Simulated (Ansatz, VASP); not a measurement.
## One calculation of SnO, two programs

```
Sn O
1.0
     2.88375    0.00000    0.00000
     0.00000    5.91332    0.00000
     0.00000    0.00000    4.04327
Sn O
2 2
Direct
  0.00000 0.23451 0.52699
  0.50000 0.76549 0.02699
  0.00000 0.88361 0.72301
  0.50000 0.11639 0.22301
```

Change from the starting cell: volume 17.237 Å^3 an atom, stretch along a over the lengths across it, relative to the relaxed cell 0.8336.

Alike in both runs: task single point; functional PBE; dispersion D3(BJ); k mesh 10 × 6 × 8; occupations gaussian, width 0.05 eV; no spin polarisation.

```csv
,VASP,Ansatz
version,VASP 6.6.1,Ansatz 0.2.0
potentials or method,"VASP PAW PBE potentials, release 64 (Sn_d, O), cutoff 520 eV","scalar-relativistic, plane waves, PAW"
valence electrons in the cell,40,40
```

Ansatz gave:

```
gap on the k mesh at the Fermi level (eV)                     : 1.28
least direct gap on the mesh (eV)                             : 1.41
pressure (GPa)                                                : 13.8
traceless stress, the component that is largest in VASP (GPa) : 18.56
rms of the force components (eV/Å)                            : 0.860
```

Task: What did VASP give for the same quantities?

Result: gap on the k mesh at the Fermi level (eV): 1.27; least direct gap on the mesh (eV): 1.40; pressure (GPa): 14.1; traceless stress, the component that is largest in VASP (GPa): 18.63; rms of the force components (eV/Å): 0.907.

Atom by atom the forces differ by 0.049 eV/Å (rms over components).
